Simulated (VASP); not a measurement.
# O (C2/m) in VASP: further runs, part 2 of 2

VASP 6.6.1.

## Step 4: Single point, PBE, collinear spin, ferromagnetic start

INCAR

```
PREC = Accurate
ENCUT = 520
EDIFF = 1E-6
ISMEAR = -1
SIGMA = 0.05
LREAL = F
LASPH = T
NELM = 150
ALGO = Normal
ISIF = 2
LWAVE = F
LCHARG = F
ISPIN = 2
MAGMOM = 1.1 1.1
LORBIT = 11
NUPDOWN = 2.2
GGA = PE
NBANDS = 17
```

KPOINTS

```
regular mesh
0
Gamma
  10 10 8
```

POSCAR

```
O
1.0
    2.8514028533     -1.6624159400      0.0000000000
    2.8514028533      1.6624159400      0.0000000000
   -2.3944914034      0.0000000000      3.6470501824
O
2
Direct
    0.0254538300      0.0254538300      0.1555740200
    0.9745461700      0.9745461700      0.8444259800
```

Potentials or basis: VASP PAW PBE potentials, release 64 (O).

Launch:

```bash
> cat potpaw_PBE.64/O/POTCAR > POTCAR
> mpirun -np 1 vasp_std > vasp.out
```

OUTCAR:

```text
PREC = Accurate
   ENCUT = 520
   EDIFF = 1E-6
   ISMEAR = -1
   LREAL = F
   LASPH = T
   NELM = 150
   ISIF = 2
   ISPIN = 2
   LORBIT = 11
   NUPDOWN = 2.2
   GGA = PE

 ion  position               nearest neighbor table
   1  0.025  0.025  0.156-   2 1.22
   2  0.975  0.975  0.844-   1 1.22

  LATTYP: Found a base centered monoclinic cell.
 ALAT       =     5.7028057066
 B/A-ratio  =     0.5830168607
 C/A-ratio  =     0.7650377976
 COS(beta)  =    -0.5488350190

  Lattice vectors:

 A1 = (   2.8514028533,  -1.6624159400,   0.0000000000)
 A2 = (   2.8514028533,   1.6624159400,   0.0000000000)
 A3 = (  -2.3944914034,   0.0000000000,   3.6470501824)

Analysis of symmetry for initial positions (statically):
=====================================================================
 Subroutine PRICEL returns:
 Original cell was already a primitive cell.

 Routine SETGRP: Setting up the symmetry group for a
 base centered monoclinic supercell.
[... 679 lines left out ...]
      4      -6.9673      0.30023
      5      -6.9368      0.18904
      6      -0.6100      0.00000
[... 459 lines left out ...]
      6      -0.5194      0.00000
[... 9 lines left out ...]
     16      23.0365      0.00000
     17      24.0092      0.00000

 [... further k-points ...]

------------------------ aborting loop because EDIFF is reached ----------------------------------------

  FORCE on cell =-STRESS in cart. coord.  units (eV):
  Direction    XX          YY          ZZ          XY          YZ          ZX
  --------------------------------------------------------------------------------------
  -------------------------------------------------------------------------------------
  Total        0.8178828      0.3996196      3.0374932      0.0000000      0.0000000     -1.0481092
  in kB       37.8993407     18.5177125    140.7524233      0.0000000      0.0000000    -48.5676507
  external PRESSURE =      65.7231588 kB  Pullay stress =       0.0000000 kB

 VOLUME and BASIS-vectors are now :
 -----------------------------------------------------------------------------
  energy-cutoff  :      520.00
  volume of cell :       34.58
      direct lattice vectors                 reciprocal lattice vectors
     2.851402853 -1.662415940  0.000000000     0.175352283 -0.300767087  0.115128532
     2.851402853  1.662415940  0.000000000     0.175352283  0.300767087  0.115128532
    -2.394491403  0.000000000  3.647050182     0.000000000  0.000000000  0.274194198

 POSITION                                       TOTAL-FORCE (eV/Angst)
 -----------------------------------------------------------------------------------
     -0.22736      0.00000      0.56739        -0.928673      0.000000      2.244074
      3.53568      0.00000      3.07966         0.928673      0.000000     -2.244074
 -----------------------------------------------------------------------------------
    total drift:                                0.000000      0.000000      0.000000

  FREE ENERGIE OF THE ION-ELECTRON SYSTEM (eV)
  ---------------------------------------------------
  free  energy   TOTEN  =        -8.6973271531 eV

  energy  without entropy=       -8.6841631012  energy(sigma->0) =       -8.69074513

 total charge

# of ion       s       p       d       tot
------------------------------------------
    1        1.621   3.269   0.000   4.890
    2        1.621   3.269   0.000   4.890
--------------------------------------------------
tot          3.243   6.537   0.000   9.780

 magnetization (x)

# of ion       s       p       d       tot
------------------------------------------
    1        0.017   0.847   0.000   0.865
    2        0.017   0.847   0.000   0.865
--------------------------------------------------
tot          0.035   1.694   0.000   1.729
```

OSZICAR:

```text
N       E                     dE             d eps       ncg     rms          rms(c)
DAV:   1     0.440819452260E+02    0.44082E+02   -0.53935E+03 15572   0.593E+02
DAV:   2    -0.692658445309E+01   -0.51009E+02   -0.48351E+02 20303   0.153E+02
DAV:   3    -0.860554453236E+01   -0.16790E+01   -0.16711E+01 17499   0.250E+01
DAV:   4    -0.861137114183E+01   -0.58266E-02   -0.58262E-02 19555   0.172E+00
DAV:   5    -0.861139722736E+01   -0.26086E-04   -0.26086E-04 17604   0.108E-01    0.646E+00
DAV:   6    -0.867172106662E+01   -0.60324E-01   -0.95599E-01 17420   0.684E+00    0.299E+00
DAV:   7    -0.868615044364E+01   -0.14429E-01   -0.18996E-01 16104   0.339E+00    0.150E+00
DAV:   8    -0.869508291940E+01   -0.89325E-02   -0.38838E-02 17701   0.153E+00    0.396E-01
DAV:   9    -0.869691710016E+01   -0.18342E-02   -0.30919E-03 16837   0.421E-01    0.196E-01
DAV:  10    -0.869728060278E+01   -0.36350E-03   -0.45032E-04 16730   0.163E-01    0.377E-02
DAV:  11    -0.869731037868E+01   -0.29776E-04   -0.50079E-05 17567   0.542E-02    0.168E-02
DAV:  12    -0.869732536439E+01   -0.14986E-04   -0.63487E-06 17603   0.181E-02    0.632E-03
DAV:  13    -0.869732683287E+01   -0.14685E-05   -0.10902E-06 17404   0.701E-03    0.285E-03
DAV:  14    -0.869732715311E+01   -0.32024E-06   -0.12909E-06 16397   0.692E-03
   1 F= -.86973272E+01 E0= -.86907451E+01  d E =-.131641E-01  mag=     2.2000
```

stdout:

```text
POSCAR found type information on POSCAR O
 POSCAR found :  1 types and       2 ions
 scaLAPACK will be used
 LDA part: xc-table for (Slater+PW92), standard interpolation
 POSCAR, INCAR and KPOINTS ok, starting setup
 FFT: planning ... GRIDC
 FFT: planning ... GRID_SOFT
 FFT: planning ... GRID
 WAVECAR not read
 entering main loop
```

It took 96 s on 1 thread of Intel Xeon 6975P-C (Granite Rapids), shared host; peak memory 0.3 GiB.

What came out:

```
Free energy                                           : -8.6973 eV
Pressure                                              : 6.6 GPa
Largest force                                         : 2.429 eV/Å
Net moment                                            : 2.20 μB per cell
Site moments                                          : O +0.86 μB
Valence electrons inside the program's atomic spheres : O 4.89
```

Forces in eV/Å, atoms in the order of the input:
```
O   -0.929  0.000  2.244
O    0.929  0.000 -2.244
```

Caveat: the standard files for N, O and F lose accuracy on very short bonds; the cell stands under pressure; this functional lacks dispersion, which holds the molecules together, so the pressure and a relaxed volume are unreliable; the total moment is fixed, so each spin has its own Fermi level; forces of over 1 eV/Å act on the atoms, so gaps and moduli don't describe the material at rest.

## Step 5: Overview

```csv
fixed moment (μB),pressure (GPa),moment (μB),largest force (eV/Å)
1.4,1.0,1.40,0.75
1.7,1.6,1.70,0.75
2.2,6.6,2.20,2.43
```

Alike in all rows: task single point; level PBE; potentials or basis VASP PAW PBE potentials, release 64 (O); spin collinear, ferromagnetic start; cell as given; k mesh 10 × 10 × 8; cutoff (eV) 520; smearing fermi-dirac 0.05 eV.

Caveats: the standard files for N, O and F lose accuracy on very short bonds; this functional lacks dispersion, which holds the molecules together, so the pressure and a relaxed volume are unreliable; the total moment is fixed, so each spin has its own Fermi level; the cell stands under pressure (at least some runs); forces of over 1 eV/Å act on the atoms, so gaps and moduli don't describe the material at rest (at least some runs).

Absolute energies hang on the potentials; compare differences alone.
